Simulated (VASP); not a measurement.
Set up this calculation in VASP 6.6.1, as the native input.

```
Task                   : relaxation of cell and atoms
Functional             : revPBE
Dispersion             : D3(BJ)
Potentials or basis    : VASP PAW PBE potentials, release 64 (Ti_sv)
Cutoff                 : 600 eV
k mesh                 : 11 × 11 × 11
Occupations            : fermi-dirac, width 0.05 eV
Spin                   : no spin polarisation
Dipole correction      : no
Further INCAR settings : ALGO = Normal; EDIFF = 1e-06; IBRION = 2; EDIFFG = -0.01; NSW = 60; ISIF = 3
```

The structure of Ti lies in POSCAR:

```
Ti
1.0
   -1.6410000000      1.6410000000      1.6410000000
    1.6410000000     -1.6410000000      1.6410000000
    1.6410000000      1.6410000000     -1.6410000000
Ti
1
Direct
    0.0000000000      0.0000000000      0.0000000000
```

These files were run (other wordings do the same):

INCAR

```
SYSTEM = Ti
  PREC = Accurate
  ENCUT = 600
  EDIFF = 1E-6
  ISMEAR = -1
  SIGMA = 0.05
  LREAL = .False.
  LASPH = .True.
  NELM = 60
  ALGO = Normal
  ISIF = 3
  LWAVE = .False.
  LCHARG = .False.
  GGA = RE
  IVDW = 12
  IBRION = 2
  NSW = 60
  EDIFFG = -0.01
```

KPOINTS

```
Automatic mesh
0
Gamma
  11 11 11
  0 0 0
```

Potentials or basis: VASP PAW PBE potentials, release 64 (Ti_sv).

Launch:

```console
$ cat potpaw_PBE.64/Ti_sv/POTCAR > POTCAR
$ mpirun -np 1 vasp_std > vasp.out
```

Results of the run:

```
Relaxed volume                         : 15.77 Å³/atom
Relaxed cell                           : a = 2.736 Å, b = 2.736 Å, c = 2.736 Å, α = 109.47°, β = 109.47°, γ = 109.47°
Space group after relaxing (to 0.05 Å) : Im-3m (No. 229)
Energy gained by relaxing              : 71.2 meV/atom
Ionic steps                            : 3
Pressure after relaxing                : 0.0 GPa
Band gap on the k mesh                 : zero (band 6 reaches 10.31 eV, above the bottom of band 7 at 8.53 eV)
Dispersion energy per atom             : -1.237 eV
```

Caveat: the PAW data sets were made with another functional, which shifts forces and pressure a little; the volume moved by -11 % from the deposited cell, more than functionals usually miss; pairwise dispersion overbinds metals, which lowers pressure and volume.

It took 50 s on 1 thread of Intel Xeon 8259CL, with other jobs on the host, peak memory 0.16 GiB.
